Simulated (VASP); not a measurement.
Set up this calculation in VASP 6.6.1, as the native input.

| Item | Value |
| --- | --- |
| Task | single point |
| Functional | PBE |
| Potentials or basis | VASP PAW PBE potentials, release 64 (Al, N) |
| Cutoff | 520 eV |
| k mesh | 8 × 8 × 6 |
| Occupations | gaussian, width 0.05 eV |
| Spin | no spin polarisation |
| Dipole correction | no |
| Further INCAR settings | ALGO = Normal; EDIFF = 1e-06; NBANDS = 16 |

The structure of AlN lies in POSCAR:

```
AlN
1.0
    0.0000000000     -1.9844337052     -1.9844337052
    0.0000000000      1.9844337052     -1.9844337052
    3.9688674103      0.0000000000      0.0000000000
Al N
2 2
Direct
    0.5231904950      0.4768095050      0.0000000000
   -0.0231904950      0.0231904950      0.5000000000
    0.4915866847      0.5084133153      0.5000000000
    0.0084133153      0.9915866847      0.0000000000
```

One way to write it, as run:

INCAR

```
SYSTEM = AlN
PREC     = Accurate       ! precision mode
ENCUT    = 520            ! plane-wave cutoff, eV
EDIFF    = 1E-6           ! SCF threshold, eV
ISMEAR   = 0              ! smearing method
SIGMA    = 0.05           ! smearing width, eV
LREAL    = .False.        ! projectors in reciprocal space
LASPH    = .True.         ! aspherical terms in the spheres
NELM     = 80             ! most SCF steps
ALGO     = Normal         ! electronic algorithm
ISIF     = 2              ! what is computed and relaxed
LWAVE    = .False.        ! write WAVECAR
LCHARG   = .False.        ! write CHGCAR
GGA      = PE             ! functional
NBANDS   = 16             ! bands
```

KPOINTS

```
regular mesh
0
Gamma
  8 8 6
  0 0 0
```

Potentials or basis: VASP PAW PBE potentials, release 64 (Al, N).

Run with:

```bash
$ cat potpaw_PBE.64/Al/POTCAR potpaw_PBE.64/N/POTCAR > POTCAR
$ mpirun -np 1 vasp_std > vasp.out
```

Results of the run:

* Pressure: 22.8 GPa
* Largest force: 1.206 eV/Å
* Band gap on the k mesh: 5.10 eV, indirect (least direct gap 5.15 eV)

Caveat: forces of over 1 eV/Å act on the atoms, so gaps and moduli don't describe the material at rest.

Run time: 32 s on 1 thread of Intel(R) Xeon(R) Platinum 8259CL CPU @ 2.50GHz (Skylake/Cascade Lake) (shared host), peak memory 0.16 GiB.
